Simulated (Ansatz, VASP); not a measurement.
## Pt: VASP beside Ansatz

File POSCAR:

```
Pt
1.0
   -1.6050673907      1.6050673907      1.6050673907
    1.6050673907     -1.6050673907      1.6050673907
    1.6050673907      1.6050673907     -1.6050673907
Pt
1
Direct
    0.0000000000      0.0000000000      0.0000000000
```

INCAR.step1

```
ALGO = Normal ; EDIFF = 1E-5
ENCUT = 520 ; GGA = PE
ISIF = 2 ; ISMEAR = -1
LASPH = T ; LCHARG = F
LREAL = F ; LWAVE = T
NBANDS = 11 ; NELM = 80
PREC = Accurate ; SIGMA = 0.05
```

File INCAR.step2:

```
AEXX = 0.25 ; ALGO = Normal
EDIFF = 1E-7 ; ENCUT = 520
GGA = PE ; ISIF = 2
ISMEAR = -1 ; ISTART = 1
LASPH = T ; LCHARG = F
LHFCALC = T ; LREAL = F
LWAVE = F ; NBANDS = 11
NELM = 80 ; PREC = Accurate
PRECFOCK = Normal ; SIGMA = 0.05
```

File KPOINTS:

```
k-points
0
Gamma
  6 6 6
```

Contents of input.yaml:

```yaml
crystal:
  lattice:
    - [-1.6050673907, 1.6050673907, 1.6050673907]
    - [1.6050673907, -1.6050673907, 1.6050673907]
    - [1.6050673907, 1.6050673907, -1.6050673907]
  atoms:
    - { symbol: Pt, position: [0.0, 0.0, 0.0] }
hamiltonian:
  xc: pbe0
  pseudopotentials: { kind: paw }
kpoints:
  mp_grid: { grid: [6, 6, 6] }
scf:
  occupations: { method: fermi_dirac, width: 0.05 }
output:
  forces: true
  stress: true
  eigenvalues: true
  write_density: true
  write_potential: true
  elf: true
  volumetric_format: npy
```

Alike in both runs: task single point; functional PBE0; k mesh 6 × 6 × 6; occupations fermi-dirac, width 0.05 eV; no spin polarisation.

|  | VASP | Ansatz |
| --- | --- | --- |
| version | VASP 6.6.1 | Ansatz 0.2.0 |
| potentials or method | VASP PAW PBE potentials, release 64 (Pt) | Ansatz PAW |
| plane-wave cutoff (eV) | 520 | 420 |
| valence electrons in the cell | 10 | 18 |

```tsv
	VASP	Ansatz	Ansatz less VASP
gap on the k mesh at the Fermi level (eV)	none	none	-
pressure (GPa)	-16.4	-16.4	-0.05
```

A gap of «none» marks a metal or a gap that the smearing closes. The functional is the same, so the differences come from potentials, cutoffs and numerics. VASP's potentials hold 10 valence electrons a cell and Ansatz's 18, so a difference there can come from the potentials and not from the codes.

The k mesh is coarse, so the values compare programs but aren't converged. Neither program's run includes spin-orbit coupling.
